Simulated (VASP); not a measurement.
Runs of VASP 6.6.1 on KTaO3. The structure is that of space group Pm-3m (No. 221), or close to it. The cells are those of the table. 

```csv
cell,gap on the mesh (eV),pressure (GPa)
"a = 3.988, b = 3.988, c = 3.948 Å, 5 atoms",(b),-2.8
"a = 3.934 Å, 5 atoms",2.25,4.0
"a = 4.067 Å, 5 atoms",(a),-14.9
"a = 4.041 Å, 5 atoms",(c),-12.0
"a = 3.975 Å, 5 atoms",2.18,-2.9
```

Alike in all rows: task electric field gradients; level LDA; potentials or basis VASP PAW LDA potentials, release 64 (K_sv, Ta_sv_GW, O); no spin polarisation; k mesh 5 × 5 × 5; cutoff (eV) 520; smearing fermi-dirac 0.01 eV.

**Question.** Fill in the values left out.

**Answer.** (a) 2.03; (b) 2.17; (c) 2.07.

Caveats: spin-orbit coupling is left out, which moves the levels of the heavy elements; an odd mesh through Γ misses points on the zone boundary, where band edges can lie (at least some runs); the cell stands under tension (at least some runs); the cell stands under pressure (at least some runs).

A k mesh can miss the band edges, and the runs leave out spin-orbit coupling on Ta.
